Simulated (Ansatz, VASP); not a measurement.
## Two plane-wave programs on YPtC4N4

```
Y Pt C N
1.0
     7.72440    0.00000    0.00000
     0.00000    7.72440    0.00000
     0.00000    0.00000    3.77068
Y Pt C N
1 1 4 4
Cartesian
  3.8622 3.8622 0.0000
  0.0000 0.0000 0.0000
  1.3938 6.3306 0.0000
  6.3306 1.3938 0.0000
  1.3938 1.3938 0.0000
  6.3306 6.3306 0.0000
  2.2232 5.5012 0.0000
  5.5012 2.2232 0.0000
  2.2232 2.2232 0.0000
  5.5012 5.5012 0.0000
```

Alike in both runs: functional PBE; k mesh 2 × 2 × 4; occupations gaussian, width 0.1 eV; no spin polarisation.

Ansatz relaxed the structure, and its values are those at the end. VASP's run is a single point on that final structure, the one shown.

|  | VASP | Ansatz |
| --- | --- | --- |
| version | VASP 6.6.1 | Ansatz 0.2.0 |
| potentials or method | VASP PAW PBE potentials, release 64 (Y_sv, Pt, C, N), cutoff 520 eV | scalar-relativistic, plane waves, PAW |
| valence electrons in the cell | 57 | 65 |

|  | VASP | Ansatz | Ansatz less VASP |
| --- | --- | --- | --- |
| gap on the k mesh at the Fermi level (eV) | none | none | - |
| pressure (GPa) | 0.2 | 0.0 | -0.24 |
| rms of the force components (eV/Å) | 0.196 | 0.010 | -0.1860 |

A gap of «none» marks a metal or a gap that the smearing closes. One of these differences is far larger than is usual between the two programs; its cause wasn't traced. VASP's potentials hold 57 valence electrons a cell and Ansatz's 65, so a difference there can come from the potentials and not from the codes.

The k mesh is coarse, so the values compare programs but aren't converged. Spin-orbit coupling is off throughout. Noted on VASP's run: the standard files for N, O and F lose accuracy on very short bonds.
